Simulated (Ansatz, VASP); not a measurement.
**InSe in VASP and in Ansatz**

```
CELL_PARAMETERS angstrom
5.83708 -1.96698 0.05719
5.89873 2.14302 0.11884
-1.53456 0.04086 4.29967
ATOMIC_POSITIONS crystal
In 0.88400 0.88400 0.00500
In 0.11600 0.11600 0.99500
Se 0.66000 0.66000 0.64200
Se 0.34000 0.34000 0.35800
```

Change from the starting cell: equal xy, yz and zx shear strains of +3 %, PAW files.

Alike in both runs: task electric field gradients; functional PBEsol; k mesh 7 × 7 × 6; occupations fermi-dirac, width 0.02 eV; no spin polarisation.

|  | VASP | Ansatz |
| --- | --- | --- |
| version | VASP 6.6.1 | Ansatz 0.2.0 |
| potentials or method | VASP PAW PBE potentials, release 64 (In_d, Se) | PAW with Ansatz's default frozen-core files, scalar-relativistic |
| plane-wave cutoff (eV) | 520 | 420 |
| valence electrons in the cell | 38 | 58 |

|  | VASP | Ansatz | Ansatz less VASP |
| --- | --- | --- | --- |
| gap on the k mesh at the Fermi level (eV) | 0.75 | 0.75 | +0.003 |
| pressure (GPa) | -0.3 | -0.4 | -0.06 |
| traceless stress, the component that is largest in VASP (GPa) | 1.62 | 1.62 | 0.000 |
| rms of the force components (eV/Å) | 0.285 | 0.288 | +0.0032 |
| size of Vzz on the site where it differs most (V/Å²) | 67.8 | 70.2 | +2.43 |

VASP's potentials were made for PBE, not for PBEsol. Atom by atom the forces differ by 0.009 eV/Å (rms over components). VASP's potentials hold 38 valence electrons a cell and Ansatz's 58, so a difference there can come from the potentials and not from the codes.
